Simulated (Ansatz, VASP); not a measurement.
CoSi2 in VASP and in Ansatz

The input INCAR:

```
PREC = Accurate ; ENCUT = 520
EDIFF = 1E-6 ; ISMEAR = 0
SIGMA = 0.15 ; LREAL = F
LASPH = T ; NELM = 80
ALGO = Normal ; ISIF = 2
LWAVE = F ; LCHARG = F
GGA = PE ; NBANDS = 16
```

Contents of KPOINTS:

```
Automatic mesh
0
Gamma
  12 12 12
```

The input POSCAR:

```
CoSi2
1.0
    0.0000000000      2.7114004273      2.6177282631
    2.7114004273      0.0000000000      2.6177282631
    2.7114004273      2.7114004273      0.0000000000
Co Si
1 2
Direct
    0.0000000000      0.0000000000      0.0000000000
    0.2270537489      0.2270537489      0.2729462511
    0.7729462511      0.7729462511      0.7270537489
```

Input for Ansatz:

```yaml
crystal:
  lattice:
    - [0.0, 2.7114004273, 2.6177282631]
    - [2.7114004273, 0.0, 2.6177282631]
    - [2.7114004273, 2.7114004273, 0.0]
  atoms:
    - { symbol: Co, position: [0.0, 0.0, 0.0] }
    - { symbol: Si, position: [0.2270537489, 0.2270537489, 0.2729462511] }
    - { symbol: Si, position: [0.7729462511, 0.7729462511, 0.7270537489] }
kpoints:
  mp_grid: { grid: [12, 12, 12] }
hamiltonian:
  xc: pbe
  pseudopotentials: { kind: paw, azcp: { folder: soft_1 } }
scf:
  occupations: { method: gaussian, width: 0.15 }
output:
  forces: true
  eigenvalues: true
  stress: true
accuracy: medium
```

Alike in both runs: task single point; functional PBE; k mesh 12 × 12 × 12; occupations gaussian, width 0.15 eV; no spin polarisation.

|  | VASP | Ansatz |
| --- | --- | --- |
| version | VASP 6.6.1 | Ansatz 0.2.0 |
| potentials or method | VASP PAW PBE potentials, release 64 (Co, Si) | scalar-relativistic, plane waves, PAW |
| plane-wave cutoff (eV) | 520 | 420 |
| valence electrons in the cell | 17 | 25 |

Ansatz gave:

```
gap on the k mesh at the Fermi level (eV)                     : none
pressure (GPa)                                                : 2.9
traceless stress, the component that is largest in VASP (GPa) : 8.37
rms of the force components (eV/Å)                            : 0.814
```

**Question.** Which values does VASP return?

**Answer.** gap on the k mesh at the Fermi level (eV): none; pressure (GPa): 2.6; traceless stress, the component that is largest in VASP (GPa): 8.37; rms of the force components (eV/Å): 0.812.

Atom by atom the forces differ by 0.002 eV/Å (rms over components). A gap of «none» marks a metal or a gap that the smearing closes. VASP's potentials hold 17 valence electrons a cell and Ansatz's 25, so a difference there can come from the potentials and not from the codes.
